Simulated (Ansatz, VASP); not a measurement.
**SnSe2 in VASP and in Ansatz**

```
CELL_PARAMETERS angstrom
3.83808 0.00000 0.00000
-1.91904 3.32387 0.00000
0.00000 0.00000 6.01468
ATOMIC_POSITIONS crystal
Sn 0.00000 0.00000 0.00000
Se 0.33333 0.66667 0.26509
Se 0.66667 0.33333 0.73491
```

Alike in both runs: task single point; functional PBE; dispersion D3(BJ); k mesh 12 × 12 × 6; occupations gaussian, width 0.02 eV; no spin polarisation.

```csv
,VASP,Ansatz
version,VASP 6.6.1,Ansatz 0.2.0
potentials or method,"VASP PAW PBE potentials, release 64 (Sn_d, Se), cutoff 520 eV","scalar-relativistic, plane waves, PAW"
valence electrons in the cell,26,46
```

|  | VASP | Ansatz | Ansatz less VASP |
| --- | --- | --- | --- |
| gap on the k mesh at the Fermi level (eV) | 0.35 | 0.35 | +0.005 |
| least direct gap on the mesh (eV) | 0.83 | 0.84 | +0.011 |

VASP's potentials hold 26 valence electrons a cell and Ansatz's 46, so a difference there can come from the potentials and not from the codes.
